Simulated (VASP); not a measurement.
# HfN in VASP: further runs

The runs below take HfN through single point, with r2SCAN+D4.

Everything below comes from runs of VASP 6.6.1. Logs are shortened: lines on timing, memory, paths and dates and some standing lists are left out, and cuts for length are marked.

### Step 1. The cell of the first run

The typed cell holds 2 atoms: a = 3.472 Å, b = 3.472 Å, c = 3.472 Å, α = 60.00°, β = 60.00°, γ = 60.00°.

### Step 2. Single point, r2SCAN+D4

POSCAR

```
HfN
1.0
    0.0000000000      2.4548200000      2.4548200000
    2.4548200000      0.0000000000      2.4548200000
    2.4548200000      2.4548200000      0.0000000000
Hf N
1 1
Direct
    0.0047147237      0.0004952763      0.0034547237
    0.7503800000      0.7548900000      0.7493100000
```

INCAR.step1

```
SYSTEM = HfN
ALGO = Normal
EDIFF = 1E-4
ENCUT = 520
GGA = PE
ISMEAR = 1
LASPH = .True.
LCHARG = .False.
LREAL = .False.
LWAVE = .True.
NBANDS = 14
NELM = 100
PREC = Accurate
SIGMA = 0.1
```

INCAR.step2

```
SYSTEM = HfN
ALGO = Normal
EDIFF = 1E-6
ENCUT = 520
ISIF = 2
ISMEAR = 1
ISTART = 1
IVDW = 13
LASPH = .True.
LCHARG = .False.
LMIXTAU = .True.
LREAL = .False.
LWAVE = .False.
METAGGA = R2SCAN
NBANDS = 14
NELM = 100
PREC = Accurate
SIGMA = 0.1
VDW_A1 = 0.51559235
VDW_A2 = 5.77342911
VDW_S6 = 1.0
VDW_S8 = 0.6018749
```

KPOINTS

```
k-points
0
Gamma
  7 7 7
  0 0 0
```

Potentials or basis: VASP PAW PBE potentials, release 64 (Hf_pv, N).

Launch:

```
$ cat potpaw_PBE.64/Hf_pv/POTCAR potpaw_PBE.64/N/POTCAR > POTCAR
$ cp INCAR.step1 INCAR
$ mpirun -np 1 vasp_std > vasp.out
$ cp INCAR.step2 INCAR
$ mpirun -np 1 vasp_std > vasp.out
```

OUTCAR:

```text
SYSTEM = HfN
   EDIFF = 1E-6
   ENCUT = 520
   ISIF = 2
   ISMEAR = 1
   ISTART = 1
   IVDW = 13
   LASPH = .True.
   LREAL = .False.
   METAGGA = R2SCAN
   NELM = 100
   PREC = Accurate

 ion  position               nearest neighbor table
   1  0.005  0.000  0.003-   2 2.11   2 2.11   2 2.14   2 2.14
   2  0.750  0.755  0.749-   1 2.11   1 2.11   1 2.14   1 2.14

  LATTYP: Found a face centered cubic cell.
 ALAT       =     4.9096400000

  Lattice vectors:

 A1 = (   0.0000000000,   2.4548200000,   2.4548200000)
 A2 = (   2.4548200000,   0.0000000000,   2.4548200000)
 A3 = (   2.4548200000,   2.4548200000,   0.0000000000)

Analysis of symmetry for initial positions (statically):
=====================================================================
 Subroutine PRICEL returns:
 Original cell was already a primitive cell.

 Routine SETGRP: Setting up the symmetry group for a
 face centered cubic supercell.

 Subroutine GETGRP returns: Found  1 space group operations
 (whereof  1 operations were pure point group operations)
 out of a pool of 48 trial point group operations.

The static configuration has the point symmetry C_1 .

Analysis of symmetry for dynamics (positions and initial velocities):
=====================================================================
 Subroutine PRICEL returns:
 Original cell was already a primitive cell.

 Routine SETGRP: Setting up the symmetry group for a
 face centered cubic supercell.

 Subroutine GETGRP returns: Found  1 space group operations
 (whereof  1 operations were pure point group operations)
 out of a pool of 48 trial point group operations.

The dynamic configuration has the point symmetry C_1 .

 Subroutine INISYM returns: Found  1 space group operations
 (whereof  1 operations are pure point group operations),
 and found     1 'primitive' translations

----------------------------------------------------------------------------------------

                                     Primitive cell

  volume of cell :      29.5862

  direct lattice vectors                    reciprocal lattice vectors
     0.000000000  2.454820000  2.454820000    -0.203680922  0.203680922  0.203680922
     2.454820000  0.000000000  2.454820000     0.203680922 -0.203680922  0.203680922
     2.454820000  2.454820000  0.000000000     0.203680922  0.203680922 -0.203680922

  length of vectors
     3.471639737  3.471639737  3.471639737     0.352785705  0.352785705  0.352785705

  position of ions in fractional coordinates (direct lattice)
     0.004714724  0.000495276  0.003454724
     0.750380000  0.754890000  0.749310000

  ion indices of the primitive-cell ions
   primitive index   ion index
                 1           1
                 2           2

----------------------------------------------------------------------------------------

 KPOINTS: k-points

Automatic generation of k-mesh.
 Grid dimensions read from file:
 generate k-points for:    7    7    7

 Generating k-lattice:

  Cartesian coordinates                     Fractional coordinates (reciprocal lattice)
    -0.029097275  0.029097275  0.029097275     0.142857143  0.000000000  0.000000000
     0.029097275 -0.029097275  0.029097275     0.000000000  0.142857143  0.000000000
     0.029097275  0.029097275 -0.029097275     0.000000000  0.000000000  0.142857143

  Length of vectors
     0.050397958  0.050397958  0.050397958

  Shift w.r.t. Gamma in fractional coordinates (k-lattice)
     0.000000000  0.000000000  0.000000000

 Subroutine IBZKPT returns following result:
 ===========================================

 Found    172 irreducible k-points:

 Following reciprocal coordinates:
            Coordinates               Weight
  0.000000  0.000000  0.000000      1.000000
  0.142857  0.000000  0.000000      2.000000
  0.000000  0.142857  0.000000      2.000000
  0.000000  0.000000  0.142857      2.000000
  0.142857  0.142857  0.142857      2.000000
  0.285714  0.000000  0.000000      2.000000
[... 16 lines left out ...]
  0.142857 -0.142857 -0.142857      2.000000
  0.285714  0.285714  0.142857      2.000000
 [... further k-points ...]
   k-points           NKPTS =    172   k-points in BZ     NKDIM =    172   number of bands    NBANDS=     14
   number of dos      NEDOS =    301   number of ions     NIONS =      2
   total plane-waves  NPLWV =  21952
   dimension x,y,z NGX =    28 NGY =   28 NGZ =   28
   dimension x,y,z NGXF=    56 NGYF=   56 NGZF=   56
   ions per type =               1   1
   NGX,Y,Z   is equivalent  to a cutoff of  13.41, 13.41, 13.41 a.u.
   NGXF,Y,Z  is equivalent  to a cutoff of  26.82, 26.82, 26.82 a.u.
 SYSTEM =  HfN
   PREC   = accura    normal or accurate (medium, high low for compatibility)
   ISTART =      1    job   : 0-new  1-cont  2-samecut
   ICHARG =      0    charge: 1-file 2-atom 10-const
   ISPIN  =      1    spin polarized calculation?
   LNONCOLLINEAR =      F non collinear calculations
   LSORBIT =      F    spin-orbit coupling
   LASPH  =      T    aspherical Exc in radial PAW
   ENCUT  =  520.0 eV  38.22 Ry    6.18 a.u.   6.45  6.45  6.45*2*pi/ulx,y,z
   NELM   =    100;   NELMIN=  2; NELMDL=  0     # of ELM steps
   EDIFF  = 0.1E-05   stopping-criterion for ELM
   LREAL  =      F    real-space projection
   EDIFFG = 0.1E-04   stopping-criterion for IOM
   NSW    =      0    number of steps for IOM
   IBRION =     -1    ionic relax: 0-MD 1-quasi-New 2-CG
   NFREE  =      0    steps in history (QN), initial steepest desc. (CG)
   ISIF   =      2    stress and relaxation
   ISYM   =      2    0-nonsym 1-usesym 2-fastsym
   POTIM  = 0.5000    time-step for ionic-motion
   TEBEG  =    0.0;   TEEND  =   0.0 temperature during run
   PSTRESS=    0.0 pullay stress
   NELECT =      15.0000    total number of electrons
   NUPDOWN=      -1.0000    fix difference up-down
   EMIN   =  10.00;   EMAX   =-10.00  energy-range for DOS
   EFERMI =   0.00;   METHOD = LEGACY
   ISMEAR =     1;   SIGMA  =   0.10  broadening in eV -4-tet -1-fermi 0-gaus
   EFERMI_NEDOS =   21; number of points for ismear=-14 and -15
   IALGO  =     38    algorithm
   IMIX   =      4    mixing-type and parameters
     AMIX     =   0.40;   BMIX     =  1.00
     AMIX_MAG =   1.60;   BMIX_MAG =  1.00
  volume/ion in A,a.u.               =      14.79        99.83
  Fermi-wavevector in a.u.,A,eV,Ry     =   1.305396  2.466841 23.185125  1.704059
  Thomas-Fermi vector in A             =   2.436268
   LORBIT       =      0    0 simple, 1 ext, 2 COOP (PROOUT), +10 PAW based schemes
   METAGGA = R2SCAN    functional components
   LHFCALC =     F    Hartree Fock is set to
   AEXX    =    0.0000 exact exchange contribution
   IVDW    =    13    specifies the selected vdW correction
   LEPSILON=     F    determine dielectric tensor
   LRPA    =     F    only Hartree local field effects (RPA)
 non-spin polarized calculation
 Methfessel and Paxton  Order N= 1 SIGMA  =   0.10
  energy-cutoff  :      520.00
  volume of cell :       29.59
 maximum number of plane-waves:       821
 NGX is ok and might be reduce to    28
   NGX = 13   NGY = 13   NGZ = 13

 number of electron      15.0000000 magnetization

 Free energy of the ion-electron system (eV)
  ---------------------------------------------------
  ext. energy  EPLUGINS =         0.00000000
  ---------------------------------------------------
  free energy    TOTEN  =       -57.70599088 eV

  energy without entropy =      -57.70647988  energy(sigma->0) =      -57.70615388

 E-fermi :   5.8202     XC(G=0): -11.9453

 val. band max:        5.7641309157   @ k =   0.2857   0.0000  -0.2857
 cond. band min:       5.8722523238   @ k =   0.4286  -0.2857  -0.2857
 fundamental gap:      0.1081214081
 Fermi energy:         5.8201948310

 k-point     1 :       0.0000    0.0000    0.0000
  band No.  band energies     occupation
      1     -26.5707      2.00000
      2     -26.5697      2.00000
      3     -26.5691      2.00000
      4     -11.4575      2.00000
      5      -0.0627      2.00000
      6      -0.0306      2.00000
      7       0.0046      2.00000
      8       5.0981      2.00000
      9       8.2452      0.00000
     10       8.2478      0.00000
     11      12.5569      0.00000
     12      12.6974      0.00000
     13      12.8191      0.00000
     14      16.9823      0.00000

 k-point     2 :       0.1429    0.0000    0.0000
  band No.  band energies     occupation
      1     -26.6673      2.00000
      2     -26.5829      2.00000
      3     -26.5814      2.00000
      4     -11.2284      2.00000
      5      -0.4147      2.00000
      6       0.1144      2.00000
      7       0.1462      2.00000
      8       6.1086     -0.00035
      9       7.9521      0.00000
     10       7.9591      0.00000
     11      12.2598      0.00000
     12      12.9565      0.00000
     13      13.0880      0.00000
     14      16.9813      0.00000

 k-point     3 :       0.0000    0.1429    0.0000
  band No.  band energies     occupation
      1     -26.6651      2.00000
      2     -26.5822      2.00000
      3     -26.5821      2.00000
      4     -11.2362      2.00000
      5      -0.3773      2.00000
      6       0.0836      2.00000
      7       0.1142      2.00000
      8       6.1283     -0.00012
      9       7.9721      0.00000
     10       7.9773      0.00000
     11      12.0986      0.00000
     12      13.0434      0.00000
     13      13.1598      0.00000
     14      16.9818      0.00000

 k-point     4 :       0.0000    0.0000    0.1429
  band No.  band energies     occupation
      1     -26.6673      2.00000
      2     -26.5829      2.00000
      3     -26.5814      2.00000
      4     -11.2286      2.00000
      5      -0.4139      2.00000
      6       0.1134      2.00000
      7       0.1458      2.00000
      8       6.1089     -0.00035
      9       7.9525      0.00000
     10       7.9596      0.00000
     11      12.2562      0.00000
     12      12.9568      0.00000
     13      13.0912      0.00000
     14      16.9813      0.00000

 k-point     5 :       0.1429    0.1429    0.1429
  band No.  band energies     occupation
      1     -26.6652      2.00000
      2     -26.5823      2.00000
      3     -26.5821      2.00000
      4     -11.2359      2.00000
      5      -0.3787      2.00000
      6       0.0841      2.00000
      7       0.1160      2.00000
      8       6.1275     -0.00012
      9       7.9713      0.00000
     10       7.9768      0.00000
     11      12.1042      0.00000
[... 276 lines left out ...]
 k-point    22 :       0.1429    0.2857    0.0000
  band No.  band energies     occupation
      1     -26.8205      2.00000
      2     -26.6321      2.00000
      3     -26.6308      2.00000
      4     -10.7768      2.00000
      5      -0.8876      2.00000
      6       0.4771      2.00000
      7       0.5467      2.00000
      8       6.4463     -0.00000
      9       8.0155      0.00000
     10       8.7305      0.00000
     11      11.7887      0.00000
     12      12.5380      0.00000
     13      13.2617      0.00000
     14      15.8497      0.00000

 k-point    23 :       0.1429   -0.1429   -0.1429
  band No.  band energies     occupation
      1     -26.8262      2.00000
      2     -26.6330      2.00000
      3     -26.6287      2.00000
      4     -10.7603      2.00000
      5      -0.8919      2.00000
      6       0.5059      2.00000
      7       0.5835      2.00000
      8       6.4169     -0.00000
      9       7.9536      0.00000
     10       8.6815      0.00000
     11      11.8500      0.00000
     12      12.4797      0.00000
     13      13.2225      0.00000
     14      15.8517      0.00000

 k-point    24 :       0.2857    0.2857    0.1429
  band No.  band energies     occupation
      1     -26.8206      2.00000
      2     -26.6321      2.00000
      3     -26.6308      2.00000
      4     -10.7763      2.00000
      5      -0.8878      2.00000
      6       0.4776      2.00000
      7       0.5483      2.00000
      8       6.4452     -0.00000
      9       8.0137      0.00000
     10       8.7291      0.00000
     11      11.7911      0.00000
     12      12.5354      0.00000
     13      13.2607      0.00000
     14      15.8495      0.00000

 [... further k-points ...]

------------------------ aborting loop because EDIFF is reached ----------------------------------------

  DFT-D4 for vdW energy calculation

  Edisp (eV):   -0.17029

  FORCE on cell =-STRESS in cart. coord.  units (eV):
  Direction    XX          YY          ZZ          XY          YZ          ZX
  --------------------------------------------------------------------------------------
  -------------------------------------------------------------------------------------
  Total      -0.84470    -0.89885    -0.84463     0.00117     0.00655    -0.22359
  in kB     -45.74318   -48.67513   -45.73937     0.06311     0.35487   -12.10803
  external pressure =      -46.72 kB  Pullay stress =        0.00 kB

 VOLUME and BASIS-vectors are now :
 -----------------------------------------------------------------------------
  energy-cutoff  :      520.00
  volume of cell :       29.59
      direct lattice vectors                 reciprocal lattice vectors
     0.000000000  2.454820000  2.454820000    -0.203680922  0.203680922  0.203680922
     2.454820000  0.000000000  2.454820000     0.203680922 -0.203680922  0.203680922
     2.454820000  2.454820000  0.000000000     0.203680922  0.203680922 -0.203680922

 POSITION                                       TOTAL-FORCE (eV/Angst)
 -----------------------------------------------------------------------------------
      0.00970      0.02005      0.01279         0.006792     -0.244082      0.001200
      3.69254      3.68147      3.69517        -0.006792      0.244082     -0.001200
 -----------------------------------------------------------------------------------
    total drift:                                0.000063      0.000005     -0.000089

  FREE ENERGIE OF THE ION-ELECTRON SYSTEM (eV)
  ---------------------------------------------------
  free  energy   TOTEN  =       -57.8762783161 eV

  energy  without entropy=      -57.8767673151  energy(sigma->0) =      -57.87644132
```

It took 10 min on 1 thread of AMD EPYC, shared host; peak memory 0.19 GiB.

What came out:

```
Free energy                : -57.8763 eV
Pressure                   : -4.7 GPa
Largest force              : 0.244 eV/Å
Dispersion energy per atom : -0.085 eV
```

Forces on the atoms (eV/Å):
```
Hf   0.007 -0.244  0.001
N   -0.007  0.244 -0.001
```

Caveat: the PAW data sets were made with another functional, which shifts forces and pressure a little; spin-orbit coupling is left out, which moves the levels of the heavy elements; pairwise dispersion overbinds metals, which lowers pressure and volume.

### Step 3. Single point, r2SCAN+D4

POSCAR, as its differences from that of step 2:

```diff
@@ -8,3 +8,3 @@
 Direct
-    0.0047147237      0.0004952763      0.0034547237
+    0.0030852763      0.0021247237      0.0018252763
     0.7503800000      0.7548900000      0.7493100000
```

INCAR.step1

```
ALGO = Normal
EDIFF = 1E-4
ENCUT = 520
GGA = PE
ISMEAR = 1
LASPH = T
LCHARG = F
LREAL = F
LWAVE = T
NBANDS = 14
NELM = 100
PREC = Accurate
SIGMA = 0.1
```

INCAR.step2

```
ALGO = Normal
EDIFF = 1E-6
ENCUT = 520
ISIF = 2
ISMEAR = 1
ISTART = 1
IVDW = 13
LASPH = T
LCHARG = T
LELF = T
LMIXTAU = T
LREAL = F
LVHAR = T
LWAVE = F
METAGGA = R2SCAN
NBANDS = 14
NELM = 100
PREC = Accurate
SIGMA = 0.1
VDW_A1 = 0.51559235
VDW_A2 = 5.77342911
VDW_S6 = 1.0
VDW_S8 = 0.6018749
```

KPOINTS

```
k-points
0
Gamma
  7 7 7
```

Potentials or basis: VASP PAW PBE potentials, release 64 (Hf_pv, N).

Launch:

```
$ cat potpaw_PBE.64/Hf_pv/POTCAR potpaw_PBE.64/N/POTCAR > POTCAR
$ cp INCAR.step1 INCAR
$ mpirun -np 1 vasp_std > vasp.out
$ cp INCAR.step2 INCAR
$ mpirun -np 1 vasp_std > vasp.out
```

Wall time 9.3 min (1 thread of AMD EPYC, shared host); peak memory 0.19 GiB.

Results (log left out):

```
Free energy                : -57.8778 eV
Pressure                   : -4.7 GPa
Largest force              : 0.138 eV/Å
Dispersion energy per atom : -0.085 eV
```

Forces in eV/Å, atoms in the order of the input:
```
Hf   0.006 -0.138  0.001
N   -0.006  0.138 -0.001
```

Stress tensor (GPa, compression positive):
```
-4.65  0.01 -0.75
 0.01 -4.79  0.04
-0.75  0.04 -4.65
```

Levels at points of the mesh, in eV from the Fermi level:
```tsv
k point	band 4	band 5	band 6	band 7	band 8	band 9	band 10	band 11
(0.00, 0.00, 0.00)	-17.29	-5.88	-5.86	-5.84	-0.74	2.41	2.41	6.77
```

Caveat: the PAW data sets were made with another functional, which shifts forces and pressure a little; spin-orbit coupling is left out, which moves the levels of the heavy elements; pairwise dispersion overbinds metals, which lowers pressure and volume.

[end of part 1 of 2]
